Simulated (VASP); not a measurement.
# Ca in VASP: settings compared, part 2 of 2

VASP 6.6.1. The steps go on from the part before.

## Step 6: Single point, LDA

The input, INCAR:

```
  ALGO = Normal
  EDIFF = 1E-6
  ENCUT = 520
  GGA = CA
  ISIF = 2
  ISMEAR = 0
  LASPH = True
  LCHARG = False
  LREAL = False
  LWAVE = False
  NBANDS = 11
  NELM = 80
  PREC = Accurate
  SIGMA = 0.1
```

The input, KPOINTS:

```
k-points
0
Gamma
  9 9 9
```

The input, POSCAR:

```
Ca
1.0
    3.8142859900      0.0000000000      0.0000000000
   -1.2854141234      3.5911680753      0.0000000000
   -1.2644359330     -1.7955840373      3.1186306851
Ca
1
Direct
    0.5000000000      0.5000000000      0.0000000000
```

Potentials or basis: VASP PAW LDA potentials, release 64 (Ca_sv).

Started as:

```console
$ cat potpaw_LDA.64/Ca_sv/POTCAR > POTCAR
$ mpirun -np 1 vasp_std > vasp.out
```

OUTCAR:

```text
EDIFF = 1E-6
   ENCUT = 520
   GGA = CA
   ISIF = 2
   ISMEAR = 0
   LASPH = True
   LREAL = False
   NELM = 80
   PREC = Accurate

 ion  position               nearest neighbor table
   1  0.500  0.500  0.000-

  LATTYP: Found a body centered tetragonal cell.
 ALAT       =     4.4104098106
 C/A-ratio  =     0.9958778916

  Lattice vectors:

 A1 = (   3.8142859900,   0.0000000000,   0.0000000000)
 A2 = (  -1.2854141234,   3.5911680753,   0.0000000000)
 A3 = (  -1.2644359330,  -1.7955840373,   3.1186306851)

Analysis of symmetry for initial positions (statically):
=====================================================================
 Subroutine PRICEL returns:
 Original cell was already a primitive cell.

 Routine SETGRP: Setting up the symmetry group for a
 body centered tetragonal supercell.

 Subroutine GETGRP returns: Found 16 space group operations
 (whereof 16 operations were pure point group operations)
 out of a pool of 16 trial point group operations.

The static configuration has the point symmetry D_4h.

Analysis of symmetry for dynamics (positions and initial velocities):
[... 164 lines left out ...]
 k-point     1 :       0.0000    0.0000    0.0000
  band No.  band energies     occupation
      1     -39.8506      2.00000
      2     -21.0603      2.00000
      3     -21.0594      2.00000
      4     -21.0594      2.00000
      5      -2.2570      2.00000
      6       3.9165      0.00000
      7       3.9346      0.00000
      8       3.9346      0.00000
      9       4.9729      0.00000
     10       4.9963      0.00000
     11      11.9947      0.00000
[... 309 lines left out ...]
 k-point    24 :       0.4444    0.4444    0.0000
  band No.  band energies     occupation
      1     -39.8352      2.00000
      2     -21.1941      2.00000
      3     -21.1122      2.00000
      4     -21.0651      2.00000
      5       0.9972      2.00000
      6       1.7995      1.04352
      7       2.9618      0.00000
      8       4.8152      0.00000
      9       5.2507      0.00000
     10       6.0838      0.00000
     11       6.7997      0.00000

 [... further k-points ...]

------------------------ aborting loop because EDIFF is reached ----------------------------------------

  FORCE on cell =-STRESS in cart. coord.  units (eV):
  Direction    XX          YY          ZZ          XY          YZ          ZX
  --------------------------------------------------------------------------------------
  -------------------------------------------------------------------------------------
  Total       -0.5063915     -0.5079566     -0.5048519     -0.0021863     -0.0000000     -0.0000000
  in kB      -18.9925829    -19.0512850    -18.9348389     -0.0820004     -0.0000000     -0.0000000
  external PRESSURE =     -18.9929023 kB  Pullay stress =       0.0000000 kB

 VOLUME and BASIS-vectors are now :
 -----------------------------------------------------------------------------
  energy-cutoff  :      520.00
  volume of cell :       42.72
      direct lattice vectors                 reciprocal lattice vectors
     3.814285990  0.000000000  0.000000000     0.262172266  0.093841315  0.160326775
    -1.285414123  3.591168075  0.000000000     0.000000000  0.278460929  0.160326775
    -1.264435933 -1.795584037  3.118630685     0.000000000  0.000000000  0.320653550

 POSITION                                       TOTAL-FORCE (eV/Angst)
 -----------------------------------------------------------------------------------
      1.26444      1.79558      0.00000         0.000000      0.000000      0.000000
 -----------------------------------------------------------------------------------
    total drift:                               -0.000000      0.000000     -0.000000

  FREE ENERGIE OF THE ION-ELECTRON SYSTEM (eV)
  ---------------------------------------------------
  free  energy   TOTEN  =        -2.1620120930 eV

  energy  without entropy=       -2.1513569291  energy(sigma->0) =       -2.15668451
```

OSZICAR:

```text
N       E                     dE             d eps       ncg     rms          rms(c)
DAV:   1     0.713466044922E+02    0.71347E+02   -0.53712E+03  1650   0.805E+02
DAV:   2     0.123007133263E+01   -0.70117E+02   -0.69504E+02  1818   0.220E+02
DAV:   3    -0.198353667137E+01   -0.32136E+01   -0.31738E+01  2827   0.398E+01
DAV:   4    -0.217393893142E+01   -0.19040E+00   -0.18964E+00  2111   0.537E+00
DAV:   5    -0.217543991795E+01   -0.15010E-02   -0.15008E-02  2308   0.635E-01    0.230E+00
DAV:   6    -0.216482174498E+01    0.10618E-01   -0.13659E-02  2024   0.125E+00    0.140E+00
DAV:   7    -0.216250753212E+01    0.23142E-02   -0.18861E-02  1967   0.158E+00    0.101E-01
DAV:   8    -0.216200480487E+01    0.50273E-03   -0.20147E-03  1955   0.434E-01    0.179E-02
DAV:   9    -0.216201119770E+01   -0.63928E-05   -0.77223E-05  2199   0.723E-02    0.614E-03
DAV:  10    -0.216201224870E+01   -0.10510E-05   -0.59561E-06  2436   0.204E-02    0.839E-04
DAV:  11    -0.216201209303E+01    0.15568E-06   -0.20006E-07  1155   0.451E-03
   1 F= -.21620121E+01 E0= -.21566845E+01  d E =-.106552E-01
```

Run time: 20 s. Hardware: 1 thread of Intel Xeon Platinum 8259CL at 2.50GHz (Skylake/Cascade Lake), shared host; peak memory 0.16 GiB.

What came out:

```yaml
Free_energy: -2.1620 eV
Pressure: -1.9 GPa
Band_gap_on_the_k_mesh: zero (band 5 reaches 1.96 eV, above the bottom of band 6 at 1.79 eV)
```

## Step 7: The runs side by side

```tsv
level	potentials or basis	cell	k mesh	smearing	gap on the mesh (eV)	pressure (GPa)
r2SCAN	VASP PAW PBE potentials, release 64 (Ca_sv)	a = 3.814 Å, angles 109.4, 109.4, 109.7°, 1 atom	5 × 5 × 5	fermi-dirac 0.05 eV	none	0.2
PBE	VASP PAW PBE potentials, release 64 (Ca_sv)	a = 3.814 Å, angles 109.4, 109.4, 109.7°, 1 atom	7 × 7 × 7	gaussian 0.05 eV	none	-0.2
PBE+D3(BJ)	VASP PAW PBE potentials, release 64 (Ca_sv)	a = 3.900, b = 3.822, c = 3.777 Å, angles 108.5, 110.7, 110.3°, 1 atom	9 × 9 × 9	methfessel-paxton 0.025 eV	none	-1.0
LDA	VASP PAW LDA potentials, release 64 (Ca_sv)	a = 3.814 Å, angles 109.4, 109.4, 109.7°, 1 atom	9 × 9 × 9	gaussian 0.1 eV	none	-1.9
```

Alike in all rows: task single point; no spin polarisation; cutoff (eV) 520.

Caveats: some runs use coarse meshes; the PAW data sets were made with another functional, which shifts forces and pressure a little (some runs); pairwise dispersion overbinds metals, which lowers pressure and volume (some runs).

Total energies depend on the potentials used, so only differences within one code and one set of settings carry meaning.
